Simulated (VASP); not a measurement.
**Na: relaxation of shape and atoms at fixed volume with PBE**

Na:

```xyz
1
Lattice="2.9085 1.6792 1.1852 -2.9085 1.6792 1.1852 0.0000 -3.3585 1.1852" Properties=species:S:1:pos:R:3 pbc="T T T"
Na    0.0000    0.0000    0.0000
```

```
Program                : VASP 6.6.1
Task                   : relaxation of shape and atoms at fixed volume
Functional             : PBE
Potentials or basis    : VASP PAW PBE potentials, release 64 (Na_pv)
Cutoff                 : 600 eV
k mesh                 : 18 × 18 × 18
Occupations            : gaussian, width 0.1 eV
Spin                   : no spin polarisation
Dipole correction      : no
Further INCAR settings : ALGO = Fast; EDIFF = 1e-06; IBRION = 2; EDIFFG = -0.01; NSW = 50; ISIF = 4
```

```json
{
  "Pressure after relaxing": "0.5 GPa",
  "Band gap on the k mesh": "zero (an odd number of electrons rules out a gap without spin polarisation)"
}
```

Final structure:
```
Na
1.0
     2.90854    1.67925    1.18518
    -2.90854    1.67925    1.18518
     0.00000   -3.35849    1.18518
Na
1
Direct
  0.00000 0.00000 0.00000
```

Levels at points of the mesh, in eV from the Fermi level:
```tsv
k point	band 1	band 2	band 3	band 4	band 5	band 6
(0.00, 0.00, 0.00)	-24.86	-24.86	-24.86	-3.42	12.15	12.16
(0.50, 0.00, 0.00)	-24.90	-24.87	-24.86	0.78	1.29	8.47
(0.50, 0.50, 0.00)	-24.90	-24.87	-24.86	0.77	1.28	8.48
(0.50, 0.50, 0.50)	-24.89	-24.89	-24.89	4.62	4.62	5.12
```

It took 55 s on 1 thread of AMD EPYC 9R45 96-Core Processor (Zen 5), with other jobs on the host, peak memory 0.24 GiB.
